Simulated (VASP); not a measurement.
A run of VASP 6.6.1:

INCAR

```
PREC = Accurate
ENCUT = 520
EDIFF = 1E-6
ISMEAR = 0
SIGMA = 0.15
LREAL = F
LASPH = T
NELM = 60
ALGO = Normal
ISIF = 2
LWAVE = F
LCHARG = F
GGA = PS
NBANDS = 17
```

The input KPOINTS:

```
Automatic mesh
0
Gamma
  18 18 10
```

Contents of POSCAR:

```
Pt
1.0
    2.7888000000      0.0000000000      0.0000000000
   -1.3944000000      2.4151716461      0.0000000000
    0.0000000000      0.0000000000      4.5500000000
Pt
2
Direct
    0.6666666667      0.3333333333      0.7500000000
    0.3333333333      0.6666666667      0.2500000000
```

Potentials or basis: VASP PAW PBE potentials, release 64 (Pt).

The run is started by

```console
$ cat potpaw_PBE.64/Pt/POTCAR > POTCAR
$ mpirun -np 1 vasp_std > vasp.out
```

Hardware: 1 thread of Intel(R) Xeon(R) 6975P-C (Granite Rapids), on a shared host.

Question: Estimate the wall time of this run.

Answer: It took 31 s on 1 thread of Intel(R) Xeon(R) 6975P-C (Granite Rapids), on a shared host, peak memory 0.22 GiB. Counts: scf iterations 12, k points 222.
